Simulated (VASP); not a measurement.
Runs of VASP 6.6.1 on K. The structure is that of space group P4/mmm (No. 123), or close to it. The cells are those of the table. 

```csv
cell,gap on the mesh (eV),pressure (GPa)
"a = 10.858, b = 10.858, c = 3.727 Å, 1 atom",none,0.1
"a = 9.764, b = 9.764, c = 4.608 Å, 1 atom",none,-0.1
"a = 10.364, b = 10.364, c = 4.091 Å, 1 atom",none,(a)
"a = 9.485, b = 9.485, c = 4.884 Å, 1 atom",none,-0.1
```

Alike in all rows: task single point; level LDA; potentials or basis VASP PAW LDA potentials, release 64 (K_sv); no spin polarisation; k mesh 6 × 6 × 12; cutoff (eV) 520; smearing gaussian 0.15 eV.

Q: Fill in the values left out.

A: (a) 0.0.

A gap of «none» marks levels without a gap at the run's occupations.
